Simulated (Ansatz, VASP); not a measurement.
**Two plane-wave programs on In3SbTe2**

```xyz
6
Lattice="4.4281 0.0000 0.0000 -2.2140 3.8348 0.0000 0.0000 0.0000 10.7564" Properties=species:S:1:pos:R:3 pbc="T T T"
In    0.0000    0.0000    5.3782
In    0.0000    2.5566    1.6880
In    2.2140    1.2783    9.0685
Sb    0.0000    0.0000    0.0000
Te    0.0000    2.5566    7.2250
Te    2.2140    1.2783    3.5315
```

Alike in both runs: task relaxation of cell and atoms; functional PBE; k mesh 6 × 6 × 2; no spin polarisation.

|  | VASP | Ansatz |
| --- | --- | --- |
| version | VASP 6.6.1 | Ansatz 0.2.0 |
| potentials or method | VASP PAW PBE potentials, release 64 (In_d, Sb, Te) | plane waves, PAW |
| plane-wave cutoff (eV) | 600 | 420 |
| occupations | fermi-dirac, width 0.1 eV | fermi-dirac |
| valence electrons in the cell | 56 | 86 |

Ansatz gave:

* relaxed volume (Å³/atom): 30.29
* relaxed cell length with the largest relative difference (Å): 10.800

Which values does VASP return?

Relaxed volume (Å³/atom): 30.26; relaxed cell length with the largest relative difference (Å): 10.790.

VASP's potentials hold 56 valence electrons a cell and Ansatz's 86, so a difference there can come from the potentials and not from the codes.

Neither program's run includes spin-orbit coupling.
